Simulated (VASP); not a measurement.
Here is a VASP 6.6.1 calculation.

The input INCAR:

```
SYSTEM = Al
PREC = Accurate
ENCUT = 600
EDIFF = 1E-6
ISMEAR = 0
SIGMA = 0.1
LREAL = .False.
LASPH = .True.
NELM = 60
ALGO = Fast
ISIF = 4
LWAVE = .False.
LCHARG = .False.
GGA = PE
IBRION = 2
NSW = 50
EDIFFG = -0.01
```

KPOINTS

```
Automatic mesh
0
Gamma
  22 22 12
  0 0 0
```

File POSCAR:

```
Al
1.0
    1.3963212422     -2.4184545731      0.0000000000
    1.3963212422      2.4184545731      0.0000000000
    0.0000000000      0.0000000000      4.6314643102
Al
2
Direct
    0.3333280162      0.6666719838      0.7500000000
    0.6666719838      0.3333280162      0.2500000000
```

Potentials or basis: VASP PAW PBE potentials, release 64 (Al).

The run is started by

```console
$ cat potpaw_PBE.64/Al/POTCAR > POTCAR
$ mpirun -np 1 vasp_std > vasp.out
```

Question: Predict the band gap on the k mesh.

Answer: Zero (bands 3 and 4 overlap by 7.46 eV).

Final structure:
```xyz
2
Lattice="1.3971 -2.4198 0.0000 1.3971 2.4198 0.0000 0.0000 0.0000 4.6263" Properties=species:S:1:pos:R:3 pbc="T T T"
Al    1.3971    0.8066    3.4697
Al    1.3971   -0.8066    1.1566
```
